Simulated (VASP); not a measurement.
Here is a VASP 6.6.1 calculation.

File INCAR:

```
SYSTEM = Fe
  PREC = Accurate
  ENCUT = 520
  EDIFF = 1E-7
  ISMEAR = 0
  SIGMA = 0.05
  LREAL = .False.
  LASPH = .True.
  NELM = 150
  ALGO = Normal
  ISIF = 2
  LWAVE = .False.
  LCHARG = .False.
  ISPIN = 2
  MAGMOM = 2.5 -2.5
  LORBIT = 11
  LMAXMIX = 4
  GGA = PS
  NBANDS = 19
```

KPOINTS

```
Automatic mesh
0
Gamma
  12 12 12
  0 0 0
```

The input POSCAR:

```
Fe
1.0
    2.7898114684      0.0000000000      0.0000000000
    0.0000000000      2.7898114684      0.0000000000
    0.0000000000      0.0000000000      2.7898114684
Fe
2
Direct
    0.0000000000      0.0000000000      0.0000000000
    0.5000000000      0.5000000000      0.5000000000
```

Potentials or basis: VASP PAW PBE potentials, release 64 (Fe).

Run with:

```sh
$ cat potpaw_PBE.64/Fe/POTCAR > POTCAR
$ mpirun -np 1 vasp_std > vasp.out
```

(1) Estimate the site moments.

(2) Predict the band gap on the k mesh.

Answers

(1) Fe +1.21, -1.21 μB.

(2) zero (filled and empty bands overlap).
